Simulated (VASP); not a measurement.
Write the native input for VASP 6.6.1 that does the following.

- Task: single point
- Functional: PBE
- Potentials or basis: VASP PAW PBE potentials, release 64 (Hf_pv, O)
- Cutoff: 520 eV
- k mesh: 6 × 6 × 6
- Occupations: gaussian, width 0.05 eV
- Spin: no spin polarisation
- Dipole correction: no
- Further INCAR settings: ALGO = Normal; EDIFF = 1e-06; NBANDS = 31

The structure of HfO2 lies in POSCAR:

```
HfO2
1.0
    0.0000000000     -2.5489194559     -2.5489194559
    0.0000000000      2.5489194559     -2.5489194559
    5.0978389119      0.0000000000      0.0000000000
Hf O
2 4
Direct
    0.5000000000      0.5000000000      0.5000000000
    0.0000000000      0.0000000000      0.0000000000
    0.0000000000      0.5000000000      0.7153971020
    0.5000000000      0.0000000000      0.2846028980
    0.0000000000      0.5000000000      0.2153971020
    0.5000000000      0.0000000000      0.7846028980
```

This cell differs from its parent crystal: atoms displaced along a vibrational mode.

The input as run:

INCAR

```
SYSTEM = HfO2
PREC = Accurate
ENCUT = 520
EDIFF = 1E-6
ISMEAR = 0
SIGMA = 0.05
LREAL = .False.
LASPH = .True.
NELM = 60
ALGO = Normal
ISIF = 2
LWAVE = .False.
LCHARG = .False.
GGA = PE
NBANDS = 31
```

KPOINTS

```
regular mesh
0
Gamma
  6 6 6
  0 0 0
```

Potentials or basis: VASP PAW PBE potentials, release 64 (Hf_pv, O).

The run is started by

```bash
$ cat potpaw_PBE.64/Hf_pv/POTCAR potpaw_PBE.64/O/POTCAR > POTCAR
$ mpirun -np 1 vasp_std > vasp.out
```

Results of the run:

| Quantity | Value |
| --- | --- |
| Pressure | -1.0 GPa |
| Largest force | 0.229 eV/Å |
| Band gap on the k mesh | 4.36 eV (least direct gap 4.46 eV) |

Caveat: the cell differs from its parent crystal (atoms displaced along a vibrational mode); spin-orbit coupling is left out, which moves the levels of the heavy elements.

Wall time 2.6 min on 1 thread of Intel Xeon 8259CL (shared host), peak memory 0.22 GiB.
